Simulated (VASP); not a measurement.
# Sn: single point with PBEsol

Crystal: Sn.

```
CELL_PARAMETERS angstrom
-1.65896 1.78298 2.21529
1.65896 -1.78298 2.21529
1.65896 1.78298 -2.21529
ATOMIC_POSITIONS crystal
Sn 0.00332 0.99901 0.99805
```

```json
{
 "Program": "VASP 6.6.1",
 "Task": "single point",
 "Functional": "PBEsol",
 "Potentials or basis": "VASP PAW PBE potentials, release 64 (Sn_d)",
 "Cutoff": "520 eV",
 "k mesh": "8 × 8 × 8",
 "Occupations": "fermi-dirac, width 0.1 eV",
 "Spin": "no spin polarisation"
}
```

```
Pressure               : 0.3 GPa
Band gap on the k mesh : zero (band 7 reaches 15.77 eV, above the bottom of band 8 at 6.68 eV)
```

Stress tensor (GPa, compression positive):
```
 1.17  0.00  0.00
 0.00 -0.43  0.00
 0.00  0.00  0.28
```

Levels at points of the mesh, in eV from the Fermi level:
```tsv
k point	band 4	band 5	band 6	band 7	band 8	band 9	band 10	band 11
(0.00, 0.00, 0.00)	-21.58	-21.51	-11.59	7.19	7.48	8.69	10.87	11.02
(0.50, 0.00, 0.00)	-21.49	-21.44	-7.34	-5.08	5.67	6.86	10.31	10.36
(0.00, 0.50, 0.00)	-21.46	-21.45	-6.66	-4.89	4.51	5.76	9.05	9.20
(0.50, 0.50, 0.00)	-21.45	-21.42	-5.47	-4.23	2.13	2.73	5.90	6.12
(0.50, 0.50, 0.50)	-21.44	-21.43	-4.13	-3.31	0.30	2.03	3.96	5.66
```

It took 15 s on 1 thread of Intel Xeon 6975P-C, with other jobs on the host, peak memory 0.15 GiB.

Caveat: the PAW data sets were made with another functional, which shifts forces and pressure a little; spin-orbit coupling is left out, which moves the levels of the heavy elements.
